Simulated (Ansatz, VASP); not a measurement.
Al in VASP and in Ansatz

```
Al
1.0
     5.68022    0.00000    0.00000
    -2.84011    4.91921    0.00000
     0.00000    0.00000   30.69084
Al
12
Direct
  0.50102 0.83579 0.60607
  0.00210 0.83230 0.60608
  0.49752 0.33121 0.60607
  0.00021 0.33310 0.60764
  0.33354 0.99978 0.68234
  0.83352 0.99890 0.68185
  0.33442 0.50063 0.68185
  0.83269 0.49978 0.68185
  0.16780 0.16728 0.75769
  0.66678 0.16551 0.75769
  0.16603 0.66653 0.75769
  0.66687 0.66644 0.75774
```

Alike in both runs: task single point; functional PBE; k mesh 6 × 6 × 1; occupations gaussian, width 0.1 eV; no spin polarisation.

|  | VASP | Ansatz |
| --- | --- | --- |
| version | VASP 6.6.1 | Ansatz 0.2.0 |
| potentials or method | VASP PAW PBE potentials, release 64 (Al), cutoff 520 eV | scalar-relativistic, plane waves, PAW |
| valence electrons in the cell | 36 | 36 |

```tsv
	VASP	Ansatz	Ansatz less VASP
gap on the k mesh at the Fermi level (eV)	none	none	-
rms of the force components (eV/Å)	0.043	0.043	-0.0002
```

Atom by atom the forces differ by 0.000 eV/Å (rms over components). A gap of «none» marks a metal or a gap that the smearing closes. Ansatz's warnings: near symmetry operation missed by atoms, symmetry narrowed to a group.
